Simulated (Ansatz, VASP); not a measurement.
# SnMo2 in VASP and in Ansatz

```
Sn Mo
1.0
     4.51048    0.00000    0.00000
    -2.25524    3.90619    0.00000
     0.00000    0.00000    3.06932
Sn Mo
1 2
Direct
  0.00000 0.00000 0.00000
  0.33333 0.66667 0.50000
  0.66667 0.33333 0.50000
```

Alike in both runs: functional PBE; k mesh 12 × 12 × 16; occupations gaussian, width 0.1 eV; no spin polarisation.

Ansatz relaxed the structure, and its values are those at the end. VASP's run is a single point on that final structure, the one shown.

|  | VASP | Ansatz |
| --- | --- | --- |
| version | VASP 6.6.1 | Ansatz 0.2.0 |
| potentials or method | VASP PAW PBE potentials, release 64 (Sn_d, Mo_sv), cutoff 520 eV | scalar-relativistic, plane waves, PAW |
| valence electrons in the cell | 42 | 42 |

|  | VASP | Ansatz | Ansatz less VASP |
| --- | --- | --- | --- |
| gap on the k mesh at the Fermi level (eV) | none | none | - |
| pressure (GPa) | 0.3 | 0.0 | -0.28 |

A gap of «none» marks a metal or a gap that the smearing closes.
